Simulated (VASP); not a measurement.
# Ni (Fm-3m) in VASP: notebook, part 2 of 2

VASP 6.6.1. Earlier steps stand in the parts before.

## (5) Single point, PBE (10.82 Å³/atom)

This run uses another cell than the first one, of 10.82 Å³/atom.

INCAR

```
ALGO = Fast
EDIFF = 1E-6
ENCUT = 520
GGA = PE
ISIF = 2
ISMEAR = 0
LASPH = T
LCHARG = T
LELF = T
LREAL = F
LVHAR = T
LWAVE = F
NBANDS = 11
NELM = 80
PREC = Accurate
SIGMA = 0.05
```

KPOINTS

```
k-points
0
Gamma
  22 22 22
```

POSCAR

```
Ni
1.0
    0.0000000000      1.7554322849      1.7554322849
    1.7554322849      0.0000000000      1.7554322849
    1.7554322849      1.7554322849      0.0000000000
Ni
1
Direct
    0.0000000000      0.0000000000      0.0000000000
```

Potentials or basis: VASP PAW PBE potentials, release 64 (Ni).

Started as:

```
$ cat potpaw_PBE.64/Ni/POTCAR > POTCAR
$ mpirun -np 1 vasp_std > vasp.out
```

OUTCAR:

```text
EDIFF = 1E-6
   ENCUT = 520
   GGA = PE
   ISIF = 2
   ISMEAR = 0
   LASPH = T
   LREAL = F
   NELM = 80
   PREC = Accurate

 ion  position               nearest neighbor table
   1  0.000  0.000  0.000-

  LATTYP: Found a face centered cubic cell.
 ALAT       =     3.5108645698

  Lattice vectors:

 A1 = (   0.0000000000,   1.7554322849,   1.7554322849)
 A2 = (   1.7554322849,   0.0000000000,   1.7554322849)
 A3 = (   1.7554322849,   1.7554322849,   0.0000000000)

Analysis of symmetry for initial positions (statically):
=====================================================================
 Subroutine PRICEL returns:
 Original cell was already a primitive cell.

 Routine SETGRP: Setting up the symmetry group for a
 face centered cubic supercell.

 Subroutine GETGRP returns: Found 48 space group operations
 (whereof 48 operations were pure point group operations)
 out of a pool of 48 trial point group operations.

The static configuration has the point symmetry O_h .

Analysis of symmetry for dynamics (positions and initial velocities):
=====================================================================
 Subroutine PRICEL returns:
 Original cell was already a primitive cell.

 Routine SETGRP: Setting up the symmetry group for a
 face centered cubic supercell.

 Subroutine GETGRP returns: Found 48 space group operations
 (whereof 48 operations were pure point group operations)
 out of a pool of 48 trial point group operations.

The dynamic configuration has the point symmetry O_h .

 Subroutine INISYM returns: Found 48 space group operations
 (whereof 48 operations are pure point group operations),
 and found     1 'primitive' translations

----------------------------------------------------------------------------------------

                                     Primitive cell

  volume of cell :      10.8189

  direct lattice vectors                    reciprocal lattice vectors
     0.000000000  1.755432285  1.755432285    -0.284830127  0.284830127  0.284830127
     1.755432285  0.000000000  1.755432285     0.284830127 -0.284830127  0.284830127
     1.755432285  1.755432285  0.000000000     0.284830127  0.284830127 -0.284830127

  length of vectors
     2.482556145  2.482556145  2.482556145     0.493340251  0.493340251  0.493340251

  position of ions in fractional coordinates (direct lattice)
     0.000000000  0.000000000  0.000000000

  ion indices of the primitive-cell ions
   primitive index   ion index
                 1           1

----------------------------------------------------------------------------------------

 KPOINTS: k-points

Automatic generation of k-mesh.
 Grid dimensions read from file:
 generate k-points for:   22   22   22

 Generating k-lattice:

  Cartesian coordinates                     Fractional coordinates (reciprocal lattice)
    -0.012946824  0.012946824  0.012946824     0.045454545  0.000000000  0.000000000
     0.012946824 -0.012946824  0.012946824     0.000000000  0.045454545  0.000000000
     0.012946824  0.012946824 -0.012946824     0.000000000  0.000000000  0.045454545

  Length of vectors
     0.022424557  0.022424557  0.022424557

  Shift w.r.t. Gamma in fractional coordinates (k-lattice)
     0.000000000  0.000000000  0.000000000

 Subroutine IBZKPT returns following result:
 ===========================================

 Found    328 irreducible k-points:

 Following reciprocal coordinates:
            Coordinates               Weight
  0.000000  0.000000  0.000000      1.000000
  0.045455  0.000000  0.000000      8.000000
  0.090909  0.000000  0.000000      8.000000
  0.136364  0.000000  0.000000      8.000000
  0.181818  0.000000  0.000000      8.000000
  0.227273  0.000000  0.000000      8.000000
[... 16 lines left out ...]
  0.500000  0.045455  0.000000     24.000000
 -0.454545  0.045455  0.000000     24.000000
 [... further k-points ...]
   k-points           NKPTS =    328   k-points in BZ     NKDIM =    328   number of bands    NBANDS=     11
   number of dos      NEDOS =    301   number of ions     NIONS =      1
   total plane-waves  NPLWV =   5832
   dimension x,y,z NGX =    18 NGY =   18 NGZ =   18
   dimension x,y,z NGXF=    36 NGYF=   36 NGZF=   36
   ions per type =               1
   NGX,Y,Z   is equivalent  to a cutoff of  12.05, 12.05, 12.05 a.u.
   NGXF,Y,Z  is equivalent  to a cutoff of  24.11, 24.11, 24.11 a.u.
 SYSTEM =  unknown system
   PREC   = accura    normal or accurate (medium, high low for compatibility)
   ISTART =      0    job   : 0-new  1-cont  2-samecut
   ICHARG =      2    charge: 1-file 2-atom 10-const
   ISPIN  =      1    spin polarized calculation?
   LNONCOLLINEAR =      F non collinear calculations
   LSORBIT =      F    spin-orbit coupling
   LASPH  =      T    aspherical Exc in radial PAW
   ENCUT  =  520.0 eV  38.22 Ry    6.18 a.u.   4.62  4.62  4.62*2*pi/ulx,y,z
   NELM   =     80;   NELMIN=  2; NELMDL= -5     # of ELM steps
   EDIFF  = 0.1E-05   stopping-criterion for ELM
   LREAL  =      F    real-space projection
   EDIFFG = 0.1E-04   stopping-criterion for IOM
   NSW    =      0    number of steps for IOM
   IBRION =     -1    ionic relax: 0-MD 1-quasi-New 2-CG
   NFREE  =      0    steps in history (QN), initial steepest desc. (CG)
   ISIF   =      2    stress and relaxation
   ISYM   =      2    0-nonsym 1-usesym 2-fastsym
   POTIM  = 0.5000    time-step for ionic-motion
   TEBEG  =    0.0;   TEEND  =   0.0 temperature during run
   PSTRESS=    0.0 pullay stress
   NELECT =      10.0000    total number of electrons
   NUPDOWN=      -1.0000    fix difference up-down
   EMIN   =  10.00;   EMAX   =-10.00  energy-range for DOS
   EFERMI =   0.00;   METHOD = LEGACY
   ISMEAR =     0;   SIGMA  =   0.05  broadening in eV -4-tet -1-fermi 0-gaus
   EFERMI_NEDOS =   21; number of points for ismear=-14 and -15
   IALGO  =     68    algorithm
   IMIX   =      4    mixing-type and parameters
     AMIX     =   0.40;   BMIX     =  1.00
     AMIX_MAG =   1.60;   BMIX_MAG =  1.00
  volume/ion in A,a.u.               =      10.82        73.01
  Fermi-wavevector in a.u.,A,eV,Ry     =   1.594706  3.013558 34.600822  2.543089
  Thomas-Fermi vector in A             =   2.692739
   LORBIT       =      0    0 simple, 1 ext, 2 COOP (PROOUT), +10 PAW based schemes
   GGA     = PE    functional components
   LHFCALC =     F    Hartree Fock is set to
   AEXX    =    0.0000 exact exchange contribution
   IVDW    =     0    specifies the selected vdW correction
   LEPSILON=     F    determine dielectric tensor
   LRPA    =     F    only Hartree local field effects (RPA)
 non-spin polarized calculation
 RMM-DIIS sequential band-by-band and
 Gauss-broadening in eV      SIGMA  =   0.05
  energy-cutoff  :      520.00
  volume of cell :       10.82
 maximum number of plane-waves:       303
   NGX =  9   NGY =  9   NGZ =  9

 number of electron      10.0000012 magnetization

 Free energy of the ion-electron system (eV)
  ---------------------------------------------------
  ext. energy  EPLUGINS =         0.00000000
  ---------------------------------------------------
  free energy    TOTEN  =        -5.41380348 eV

  energy without entropy =       -5.40778093  energy(sigma->0) =       -5.41079221

 E-fermi :   9.2460     XC(G=0): -13.2876

 val. band max:        9.2428178136   @ k =   0.4545   0.0909   0.0000
 cond. band min:       9.2465120000   @ k =   0.3636   0.2727   0.0909
 fundamental gap:      0.0036941864
 Fermi energy:         9.2459570497

 k-point     1 :       0.0000    0.0000    0.0000
  band No.  band energies     occupation
      1       0.3891      2.00000
      2       7.3984      2.00000
      3       7.3984      2.00000
      4       7.3984      2.00000
      5       8.5050      2.00000
      6       8.5050      2.00000
      7      33.1453      0.00000
      8      37.1233      0.00000
      9      37.1233      0.00000
     10      37.1233      0.00000
     11      40.1430      0.00000
[... 309 lines left out ...]
 k-point    24 :      -0.4545    0.0455    0.0000
  band No.  band energies     occupation
      1       4.8476      2.00000
      2       7.3225      2.00000
      3       7.3859      2.00000
      4       8.5312      2.00000
      5       9.2079      1.71776
      6       9.7723      0.00000
      7      15.6202      0.00000
      8      31.2076      0.00000
      9      33.3829      0.00000
     10      34.0145      0.00000
     11      37.5740      0.00000

 [... further k-points ...]

------------------------ aborting loop because EDIFF is reached ----------------------------------------

  FORCE on cell =-STRESS in cart. coord.  units (eV):
  Direction    XX          YY          ZZ          XY          YZ          ZX
  --------------------------------------------------------------------------------------
  -------------------------------------------------------------------------------------
  Total        0.0117548      0.0117548      0.0117548     -0.0000000      0.0000000     -0.0000000
  in kB        1.7407770      1.7407770      1.7407770     -0.0000000      0.0000000     -0.0000000
  external PRESSURE =       1.7407770 kB  Pullay stress =       0.0000000 kB

 VOLUME and BASIS-vectors are now :
 -----------------------------------------------------------------------------
  energy-cutoff  :      520.00
  volume of cell :       10.82
      direct lattice vectors                 reciprocal lattice vectors
     0.000000000  1.755432285  1.755432285    -0.284830127  0.284830127  0.284830127
     1.755432285  0.000000000  1.755432285     0.284830127 -0.284830127  0.284830127
     1.755432285  1.755432285  0.000000000     0.284830127  0.284830127 -0.284830127

 POSITION                                       TOTAL-FORCE (eV/Angst)
 -----------------------------------------------------------------------------------
      0.00000      0.00000      0.00000         0.000000      0.000000      0.000000
 -----------------------------------------------------------------------------------
    total drift:                                0.000000     -0.000000     -0.000000

  FREE ENERGIE OF THE ION-ELECTRON SYSTEM (eV)
  ---------------------------------------------------
  free  energy   TOTEN  =        -5.4138034831 eV

  energy  without entropy=       -5.4077809338  energy(sigma->0) =       -5.41079221
```

OSZICAR:

```text
N       E                     dE             d eps       ncg     rms          rms(c)
DAV:   1     0.290139748334E+02    0.29014E+02   -0.49102E+03  7414   0.125E+03
DAV:   2    -0.548305699618E+01   -0.34497E+02   -0.32710E+02  7468   0.173E+02
DAV:   3    -0.645378549165E+01   -0.97073E+00   -0.95446E+00  8053   0.332E+01
DAV:   4    -0.646202904747E+01   -0.82436E-02   -0.82401E-02  8092   0.274E+00
DAV:   5    -0.646219087819E+01   -0.16183E-03   -0.16183E-03  8163   0.374E-01    0.974E+00
RMM:   6    -0.575949431329E+01    0.70270E+00   -0.32191E+00  8828   0.261E+01    0.633E+00
RMM:   7    -0.543750159025E+01    0.32199E+00   -0.49928E-01  8712   0.103E+01    0.194E+00
RMM:   8    -0.541579615159E+01    0.21705E-01   -0.10089E-02 10298   0.986E-01    0.446E-01
RMM:   9    -0.541384952237E+01    0.19466E-02   -0.26349E-03  9425   0.775E-01    0.106E-01
RMM:  10    -0.541381172026E+01    0.37802E-04   -0.40970E-04 10713   0.169E-01    0.597E-02
RMM:  11    -0.541380214442E+01    0.95758E-05   -0.59886E-05 10400   0.865E-02    0.632E-03
RMM:  12    -0.541380316334E+01   -0.10189E-05   -0.17379E-05 10106   0.303E-02    0.553E-03
RMM:  13    -0.541380348311E+01   -0.31977E-06   -0.13298E-06  6220   0.111E-02
   1 F= -.54138035E+01 E0= -.54107922E+01  d E =-.602255E-02
```

Run time: 63 s. Hardware: 1 thread of Intel Xeon 8259CL, shared host; peak memory 0.15 GiB.

Results:

- Free energy: -5.4138 eV
- Pressure: 0.2 GPa
- Band gap on the k mesh: zero (bands 5 and 6 overlap by 0.97 eV)

Levels at points of the mesh, in eV from the Fermi level:
```
           k point  band 3  band 4  band 5  band 6  band 7  band 8
(0.00, 0.00, 0.00)   -1.85   -1.85   -0.74   -0.74   23.90   27.88
(0.50, 0.00, 0.00)   -1.89   -0.12    0.00    0.00    6.13   22.39
(0.50, 0.50, 0.00)   -0.01    0.19    0.19    2.64    9.61   15.09
```

Caveat: the run has no spin polarisation, though such a crystal can be magnetic. Spin polarisation is off, so any magnetic state and its effect on volume and gap are missing.

## (6) The runs side by side

| cell | gap on the mesh (eV) | pressure (GPa) |
| --- | --- | --- |
| a = 2.449 Å, angles 60.0°, 1 atom | none | 9.1 |
| a = 2.466 Å, angles 60.0°, 1 atom | none | 4.3 |
| a = 2.480 Å, angles 60.0°, 1 atom | none | 0.8 |
| a = 2.483 Å, angles 60.0°, 1 atom | none | 0.2 |

Alike in all rows: task single point; level PBE; potentials or basis VASP PAW PBE potentials, release 64 (Ni); no spin polarisation; k mesh 22 × 22 × 22; cutoff (eV) 520; smearing gaussian 0.05 eV.

Caveats: the run has no spin polarisation, though such a crystal can be magnetic; the cell stands under pressure (at least some runs).

Total energies depend on the potentials used, so only differences within one code and one set of settings carry meaning.
